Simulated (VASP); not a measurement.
Runs of VASP 6.6.1 on Co. The structure is that of space group P6_3/mmc (No. 194), or close to it. The cells are those of the table. 

| cell | gap on the mesh (eV) | pressure (GPa) | moment (μB) |
| --- | --- | --- | --- |
| a = 2.518, b = 2.518, c = 4.071 Å, angles 90.0, 90.0, 120.0°, 2 atoms | none | -15.7 | 3.25 |
| a = 2.486, b = 2.486, c = 4.020 Å, angles 90.0, 90.0, 120.0°, 2 atoms | none | (a) | 3.20 |
| a = 2.454, b = 2.454, c = 3.968 Å, angles 90.0, 90.0, 120.0°, 2 atoms | none | (c) | (b) |
| a = 2.548, b = 2.548, c = 4.120 Å, angles 90.0, 90.0, 120.0°, 2 atoms | none | -21.1 | 3.30 |

Alike in all rows: task single point; level PBEsol; potentials or basis VASP PAW PBE potentials, release 64 (Co); spin collinear, ferromagnetic start; k mesh 24 × 24 × 13; cutoff (eV) 520; smearing fermi-dirac 0.05 eV.

Task: Estimate the missing entries.

Result: (a) -8.9; (b) 3.13; (c) -0.3.

Caveats: the PAW data sets were made with another functional, which shifts forces and pressure a little.

A gap of «none» marks levels without a gap at the run's occupations.
